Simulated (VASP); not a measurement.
ZnSe, 2 atoms in the cell. It takes space group F-43m (No. 216, cubic). Conventional cell: a = 5.668 Å, b = 5.668 Å, c = 5.668 Å, α = 90.00°, β = 90.00°, γ = 90.00°. Zn (site symmetry -43m) has 4 Se at 2.45 Å within 3.2 Å. Within 3.2 Å of Se (site symmetry -43m) lie 4 Zn at 2.45 Å. 

| Quantity | Value |
| --- | --- |
| Program | VASP 6.6.1 |
| Task | single point |
| Functional | PBEsol |
| Potentials or basis | VASP PAW PBE potentials, release 64 (Zn, Se) |
| Cutoff | 520 eV |
| k mesh | 10 × 10 × 10 |
| Occupations | gaussian, width 0.05 eV |
| Spin | no spin polarisation |
| Dipole correction | no |
| Further INCAR settings | ALGO = Normal; EDIFF = 1e-07; NBANDS = 16 |

Potentials or basis: VASP PAW PBE potentials, release 64 (Zn, Se).

Launch:

```console
$ cat potpaw_PBE.64/Zn/POTCAR potpaw_PBE.64/Se/POTCAR > POTCAR
$ mpirun -np 1 vasp_std > vasp.out
```

Hardware: 1 thread of AMD EPYC 9R45 (Zen 5), on a shared host.

Problem. Estimate the wall time of this run.

Solution. It took 40 s on 1 thread of AMD EPYC 9R45 (Zen 5), on a shared host, peak memory 0.15 GiB. Counts: scf iterations 14, k points 47.
